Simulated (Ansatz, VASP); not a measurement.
Zr: VASP beside Ansatz

```xyz
1
Lattice="-1.5257 1.5257 1.5257 1.5257 -1.5257 1.5257 1.5257 1.5257 -1.5257" Properties=species:S:1:pos:R:3 pbc="T T T"
Zr    0.0000    0.0000    0.0000
```

Alike in both runs: task single point; functional PBEsol; k mesh 15 × 15 × 15; occupations fermi-dirac, width 0.08 eV; collinear spin; Hubbard terms Zr d U = 5.0 eV.

|  | VASP | Ansatz |
| --- | --- | --- |
| version | VASP 6.6.1 | Ansatz 0.2.0 |
| potentials or method | VASP PAW PBE potentials, release 64 (Zr_sv) | PAW with Ansatz's default frozen-core files, scalar-relativistic |
| plane-wave cutoff (eV) | 520 | 420 |
| valence electrons in the cell | 12 | 12 |

|  | VASP | Ansatz | Ansatz less VASP |
| --- | --- | --- | --- |
| gap on the k mesh at the Fermi level (eV) | none | none | - |
| net moment per atom (μB) | 0.00 | 0.00 | -0.004 |

VASP's potentials were made for PBE, not for PBEsol. The programs project onto different local orbitals, so the same U acts differently, and such runs can settle in different states. A gap of «none» marks a metal or a gap that the smearing closes. Ansatz's warnings: filled band counts differ across k points, given moment on shells, seeded moment not kept.
